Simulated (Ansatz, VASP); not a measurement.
## One calculation of ZnS, two programs

Contents of INCAR:

```
PREC = Accurate
ENCUT = 520
EDIFF = 1E-7
ISMEAR = 0
SIGMA = 0.01
LREAL = False
LASPH = True
NELM = 100
ALGO = Normal
ISIF = 2
LWAVE = False
LCHARG = False
GGA = PE
NBANDS = 16
```

KPOINTS

```
regular mesh
0
Gamma
  10 10 10
```

File POSCAR:

```
ZnS
1.0
    0.0000000000      2.7020000000      2.7020000000
    2.7020000000      0.0000000000      2.7020000000
    2.7020000000      2.7020000000      0.0000000000
Zn S
1 1
Direct
    0.2500000000      0.2500000000      0.2500000000
    0.0000000000      0.0000000000      0.0000000000
```

Input for Ansatz:

```yaml
crystal:
  lattice:
    - [0.0, 2.702, 2.702]
    - [2.702, 0.0, 2.702]
    - [2.702, 2.702, 0.0]
  atoms:
    - { symbol: Zn, position: [0.25, 0.25, 0.25] }
    - { symbol: S, position: [0.0, 0.0, 0.0] }
kpoints:
  mp_grid:
    grid: [10, 10, 10]
hamiltonian:
  xc: pbe
  pseudopotentials:
    kind: paw
scf:
  occupations:
    method: fixed
output:
  forces: true
  stress: true
```

Alike in both runs: task single point; functional PBE; k mesh 10 × 10 × 10; no spin polarisation.

|  | VASP | Ansatz |
| --- | --- | --- |
| version | VASP 6.6.1 | Ansatz 0.2.0 |
| potentials or method | VASP PAW PBE potentials, release 64 (Zn, S) | plane waves, PAW |
| plane-wave cutoff (eV) | 520 | 420 |
| occupations | gaussian, width 0.01 eV | fixed |
| valence electrons in the cell | 18 | 18 |

|  | VASP | Ansatz | Ansatz less VASP |
| --- | --- | --- | --- |
| pressure (GPa) | 1.8 | 1.6 | -0.16 |
